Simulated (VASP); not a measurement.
# TlZnCl3 (Pm-3m) in VASP: settings compared, part 2 of 3

VASP 6.6.1.

## Step 3: Single point, r2SCAN (24.34 Å³/atom)

This run uses another cell than the first one, of 24.34 Å³/atom.

POSCAR

```
TlZnCl3
1.0
    4.9555929944      0.0000000000      0.0000000000
    0.0000000000      4.9555929944      0.0000000000
    0.0000000000      0.0000000000      4.9555929944
Tl Zn Cl
1 1 3
Direct
    0.0000000000      0.0000000000      0.0000000000
    0.5000000000      0.5000000000      0.5000000000
    0.5000000000      0.5000000000      0.0000000000
    0.5000000000      0.0000000000      0.5000000000
    0.0000000000      0.5000000000      0.5000000000
```

INCAR.step1

```
SYSTEM = TlZnCl3
PREC     = Accurate       ! precision mode
ENCUT    = 520            ! plane-wave cutoff, eV
ISMEAR   = 0              ! smearing method
SIGMA    = 0.01           ! smearing width, eV
LREAL    = .FALSE.        ! projectors in reciprocal space
LASPH    = .TRUE.         ! aspherical terms in the spheres
NELM     = 100            ! most SCF steps
NBANDS   = 31             ! bands
GGA      = PE             ! functional
ALGO     = Normal         ! electronic algorithm
EDIFF    = 1E-4           ! SCF threshold, eV
LWAVE    = .TRUE.         ! write WAVECAR
LCHARG   = .FALSE.        ! write CHGCAR
```

INCAR.step2

```
SYSTEM = TlZnCl3
PREC     = Accurate       ! precision mode
ENCUT    = 520            ! plane-wave cutoff, eV
EDIFF    = 1E-7           ! SCF threshold, eV
ISMEAR   = 0              ! smearing method
SIGMA    = 0.01           ! smearing width, eV
LREAL    = .FALSE.        ! projectors in reciprocal space
LASPH    = .TRUE.         ! aspherical terms in the spheres
NELM     = 100            ! most SCF steps
ALGO     = Normal         ! electronic algorithm
ISIF     = 2              ! what is computed and relaxed
LWAVE    = .FALSE.        ! write WAVECAR
LCHARG   = .TRUE.         ! write CHGCAR
METAGGA  = R2SCAN         ! meta-GGA
LMIXTAU  = .TRUE.       
LELF     = .TRUE.         ! ELF
LVHAR    = .TRUE.       
NBANDS   = 31             ! bands
ISTART   = 1
```

KPOINTS

```
regular mesh
0
G
  4 4 4
  0 0 0
```

Potentials or basis: VASP PAW PBE potentials, release 64 (Tl_d, Zn, Cl).

Started as:

```
> cat potpaw_PBE.64/Tl_d/POTCAR potpaw_PBE.64/Zn/POTCAR potpaw_PBE.64/Cl/POTCAR > POTCAR
> cp INCAR.step1 INCAR
> mpirun -np 1 vasp_std > vasp.out
> cp INCAR.step2 INCAR
> mpirun -np 1 vasp_std > vasp.out
```

OUTCAR:

```text
SYSTEM = TlZnCl3
   PREC = Accurate
   ENCUT = 520
   EDIFF = 1E-7
   ISMEAR = 0
   LREAL = .FALSE.
   LASPH = .TRUE.
   NELM = 100
   ISIF = 2
   METAGGA = R2SCAN
   ISTART = 1

 ion  position               nearest neighbor table
   1  0.000  0.000  0.000-
   2  0.500  0.500  0.500-   3 2.48   4 2.48   5 2.48   3 2.48   4 2.48   5 2.48
   3  0.500  0.500  0.000-   2 2.48   2 2.48
   4  0.500  0.000  0.500-   2 2.48   2 2.48
   5  0.000  0.500  0.500-   2 2.48   2 2.48

  LATTYP: Found a simple cubic cell.
 ALAT       =     4.9555929944

  Lattice vectors:

 A1 = (   4.9555929944,   0.0000000000,   0.0000000000)
 A2 = (   0.0000000000,   4.9555929944,   0.0000000000)
 A3 = (   0.0000000000,   0.0000000000,   4.9555929944)

Analysis of symmetry for initial positions (statically):
=====================================================================
 Subroutine PRICEL returns:
 Original cell was already a primitive cell.

 Routine SETGRP: Setting up the symmetry group for a
 simple cubic supercell.

 Subroutine GETGRP returns: Found 48 space group operations
 (whereof 48 operations were pure point group operations)
 out of a pool of 48 trial point group operations.

The static configuration has the point symmetry O_h .

Analysis of symmetry for dynamics (positions and initial velocities):
=====================================================================
 Subroutine PRICEL returns:
 Original cell was already a primitive cell.

 Routine SETGRP: Setting up the symmetry group for a
 simple cubic supercell.

 Subroutine GETGRP returns: Found 48 space group operations
 (whereof 48 operations were pure point group operations)
 out of a pool of 48 trial point group operations.

The dynamic configuration has the point symmetry O_h .

 Subroutine INISYM returns: Found 48 space group operations
 (whereof 48 operations are pure point group operations),
 and found     1 'primitive' translations

[... 106 lines left out ...]
  volume/ion in A,a.u.               =      24.34       164.25
  Fermi-wavevector in a.u.,A,eV,Ry     =   1.183673  2.236818 19.062881  1.401082
  Thomas-Fermi vector in A             =   2.319903
   LORBIT       =      0    0 simple, 1 ext, 2 COOP (PROOUT), +10 PAW based schemes
   METAGGA = R2SCAN    functional components
   LHFCALC =     F    Hartree Fock is set to
   AEXX    =    0.0000 exact exchange contribution
   IVDW    =     0    specifies the selected vdW correction
   LEPSILON=     F    determine dielectric tensor
   LRPA    =     F    only Hartree local field effects (RPA)
 non-spin polarized calculation
 Gauss-broadening in eV      SIGMA  =   0.01
  energy-cutoff  :      520.00
  volume of cell :      121.70
 maximum number of plane-waves:      3328
 NGX is ok and might be reduce to    40
   NGX = 19   NGY = 19   NGZ = 19

 number of electron      46.0000000 magnetization

 Free energy of the ion-electron system (eV)
  ---------------------------------------------------
  ext. energy  EPLUGINS =         0.00000000
  ---------------------------------------------------
  free energy    TOTEN  =       -86.46985081 eV

  energy without entropy =      -86.46985081  energy(sigma->0) =      -86.46985081

 E-fermi :   0.7902     XC(G=0):  -9.6494

 val. band max:        0.6769678776   @ k =   0.5000   0.5000   0.0000
 cond. band min:       2.8538307217   @ k =   0.0000   0.0000   0.0000
 fundamental gap:      2.1768628442
 Fermi energy:         0.7902340475

 k-point     1 :       0.0000    0.0000    0.0000
  band No.  band energies     occupation
      1     -13.8114      2.00000
      2     -12.8366      2.00000
      3     -12.8366      2.00000
      4      -8.3775      2.00000
      5      -8.3775      2.00000
      6      -8.3735      2.00000
[... 329 lines left out ...]
     30       9.8169      0.00000
     31      12.6180      0.00000

------------------------ aborting loop because EDIFF is reached ----------------------------------------

  FORCE on cell =-STRESS in cart. coord.  units (eV):
  Direction    XX          YY          ZZ          XY          YZ          ZX
  --------------------------------------------------------------------------------------
  -------------------------------------------------------------------------------------
  Total       -0.9028084     -0.9028084     -0.9028084      0.0000000      0.0000000     -0.0000000
  in kB      -11.8855499    -11.8855499    -11.8855499      0.0000000      0.0000000     -0.0000000
  external PRESSURE =     -11.8855499 kB  Pullay stress =       0.0000000 kB

 VOLUME and BASIS-vectors are now :
 -----------------------------------------------------------------------------
  energy-cutoff  :      520.00
  volume of cell :      121.70
      direct lattice vectors                 reciprocal lattice vectors
     4.955592994  0.000000000  0.000000000     0.201792197  0.000000000  0.000000000
     0.000000000  4.955592994  0.000000000     0.000000000  0.201792197  0.000000000
     0.000000000  0.000000000  4.955592994     0.000000000  0.000000000  0.201792197

 POSITION                                       TOTAL-FORCE (eV/Angst)
 -----------------------------------------------------------------------------------
      0.00000      0.00000      0.00000         0.000000      0.000000      0.000000
      2.47780      2.47780      2.47780         0.000000      0.000000      0.000000
      2.47780      2.47780      0.00000         0.000000      0.000000      0.000000
      2.47780      0.00000      2.47780         0.000000      0.000000      0.000000
      0.00000      2.47780      2.47780         0.000000      0.000000      0.000000
 -----------------------------------------------------------------------------------
    total drift:                               -0.000000      0.000000     -0.000000

  FREE ENERGIE OF THE ION-ELECTRON SYSTEM (eV)
  ---------------------------------------------------
  free  energy   TOTEN  =       -86.4698508087 eV

  energy  without entropy=      -86.4698508087  energy(sigma->0) =      -86.46985081
```

OUTCAR.step1:

```text
SYSTEM = TlZnCl3
   PREC = Accurate
   ENCUT = 520
   ISMEAR = 0
   LREAL = .FALSE.
   LASPH = .TRUE.
   NELM = 100
[... 555 lines left out ...]
      2.47780      2.47780      0.00000         0.000000      0.000000      0.000000
      2.47780      0.00000      2.47780         0.000000      0.000000      0.000000
      0.00000      2.47780      2.47780         0.000000      0.000000      0.000000
 -----------------------------------------------------------------------------------
    total drift:                               -0.000000      0.000000     -0.000000

  FREE ENERGIE OF THE ION-ELECTRON SYSTEM (eV)
  ---------------------------------------------------
  free  energy   TOTEN  =       -13.9270965498 eV

  energy  without entropy=      -13.9270965498  energy(sigma->0) =      -13.92709655
```

It took 67 s on 1 thread of Intel Xeon 6975P-C (Granite Rapids), shared host; peak memory 0.28 GiB.

What came out:

| Property | Result |
| --- | --- |
| Free energy | -86.4699 eV |
| Pressure | -1.2 GPa |
| Band gap on the k mesh | 2.18 eV (least direct gap 2.82 eV) |

Caveat: the PAW data sets were made with another functional, which shifts forces and pressure a little; spin-orbit coupling is left out, which moves the levels of the heavy elements. A k mesh can miss the band edges.

## Step 4: Single point, r2SCAN (25.05 Å³/atom)

This run uses another cell than the first one, of 25.05 Å³/atom.

POSCAR: that of step 3 with these lines changed.

```diff
@@ -2,5 +2,5 @@
 1.0
-    4.9555929944      0.0000000000      0.0000000000
-    0.0000000000      4.9555929944      0.0000000000
-    0.0000000000      0.0000000000      4.9555929944
+    5.0032458503      0.0000000000      0.0000000000
+    0.0000000000      5.0032458503      0.0000000000
+    0.0000000000      0.0000000000      5.0032458503
 Tl Zn Cl
```

INCAR.step1

```
PREC     = Accurate       # precision mode
ENCUT    = 520            # plane-wave cutoff, eV
ISMEAR   = 0              # smearing method
SIGMA    = 0.01           # smearing width, eV
LREAL    = F              # projectors in reciprocal space
LASPH    = T              # aspherical terms in the spheres
NELM     = 100            # most SCF steps
NBANDS   = 31             # bands
GGA      = PE             # functional
ALGO     = Normal         # electronic algorithm
EDIFF    = 1E-4           # SCF threshold, eV
LWAVE    = T              # write WAVECAR
LCHARG   = F              # write CHGCAR
```

INCAR.step2

```
PREC     = Accurate       # precision mode
ENCUT    = 520            # plane-wave cutoff, eV
EDIFF    = 1E-7           # SCF threshold, eV
ISMEAR   = 0              # smearing method
SIGMA    = 0.01           # smearing width, eV
LREAL    = F              # projectors in reciprocal space
LASPH    = T              # aspherical terms in the spheres
NELM     = 100            # most SCF steps
ALGO     = Normal         # electronic algorithm
ISIF     = 2              # what is computed and relaxed
LWAVE    = F              # write WAVECAR
LCHARG   = F              # write CHGCAR
METAGGA  = R2SCAN         # meta-GGA
LMIXTAU  = T            
NBANDS   = 31             # bands
ISTART   = 1
```

KPOINTS

```
Automatic mesh
0
Gamma
  4 4 4
```

Started as:

```
> cat potpaw_PBE.64/Tl_d/POTCAR potpaw_PBE.64/Zn/POTCAR potpaw_PBE.64/Cl/POTCAR > POTCAR
> cp INCAR.step1 INCAR
> mpirun -np 1 vasp_std > vasp.out
> cp INCAR.step2 INCAR
> mpirun -np 1 vasp_std > vasp.out
```

Wall time 67 s (1 thread of Intel Xeon 6975P-C (Granite Rapids), shared host); peak memory 0.28 GiB.

It converged, with:

```yaml
Free_energy: -86.4328 eV
Pressure: -2.2 GPa
Band_gap_on_the_k_mesh: 2.07 eV (least direct gap 2.69 eV)
```

Levels at points of the mesh, in eV from the valence-band top:
```csv
k point,band 21,band 22,band 23,band 24,band 25,band 26
"(0.00, 0.00, 0.00)",-0.62,-0.62,-0.62,2.07,7.42,7.42
"(0.50, 0.00, 0.00)",-0.58,-0.58,-0.13,4.60,4.98,6.50
"(0.50, 0.50, 0.00)",-0.48,-0.16,0.00,5.70,6.03,6.03
"(0.50, 0.50, 0.50)",-0.01,-0.01,-0.01,7.09,7.09,7.09
```

Caveat: the PAW data sets were made with another functional, which shifts forces and pressure a little; spin-orbit coupling is left out, which moves the levels of the heavy elements. A k mesh can miss the band edges.

## Step 5: Single point, PBE

INCAR

```
SYSTEM = TlZnCl3
PREC = Accurate
ENCUT = 520
EDIFF = 1E-7
ISMEAR = 0
SIGMA = 0.01
LREAL = .False.
LASPH = .True.
NELM = 60
ALGO = Normal
ISIF = 2
LWAVE = .False.
LCHARG = .True.
GGA = PE
LELF = .True.
LVHAR = .True.
NBANDS = 31
```

KPOINTS

```
regular mesh
0
Gamma
  6 6 6
  0 0 0
```

POSCAR: that of step 4 with these lines changed.

```diff
@@ -2,5 +2,5 @@
 1.0
-    5.0032458503      0.0000000000      0.0000000000
-    0.0000000000      5.0032458503      0.0000000000
-    0.0000000000      0.0000000000      5.0032458503
+    4.9070056205      0.0000000000      0.0000000000
+    0.0000000000      4.9070056205      0.0000000000
+    0.0000000000      0.0000000000      4.9070056205
 Tl Zn Cl
```

Started as:

```
> cat potpaw_PBE.64/Tl_d/POTCAR potpaw_PBE.64/Zn/POTCAR potpaw_PBE.64/Cl/POTCAR > POTCAR
> mpirun -np 1 vasp_std > vasp.out
```

It took 24 s on 1 thread of Intel Xeon 6975P-C (Granite Rapids), shared host; peak memory 0.24 GiB.

Results (log left out):

| Quantity | Value |
| --- | --- |
| Free energy | -13.9029 eV |
| Pressure | 1.7 GPa |
| Band gap on the k mesh | 1.64 eV (least direct gap 2.30 eV) |

Levels at points of the mesh, in eV from the valence-band top:
```csv
k point,band 20,band 21,band 22,band 23,band 24,band 25,band 26,band 27
"(0.00, 0.00, 0.00)",-0.82,-0.66,-0.66,-0.66,1.64,7.11,7.11,7.11
"(0.50, 0.00, 0.00)",-0.98,-0.61,-0.61,-0.09,4.17,4.71,6.11,6.11
"(0.50, 0.50, 0.00)",-1.02,-0.43,-0.04,0.00,5.20,5.67,5.67,6.55
"(0.50, 0.50, 0.50)",-0.03,-0.01,-0.01,-0.01,6.59,6.59,6.59,6.81
```

Caveat: spin-orbit coupling is left out, which moves the levels of the heavy elements. A k mesh can miss the band edges.

(Part 2 of 3 ends here.)
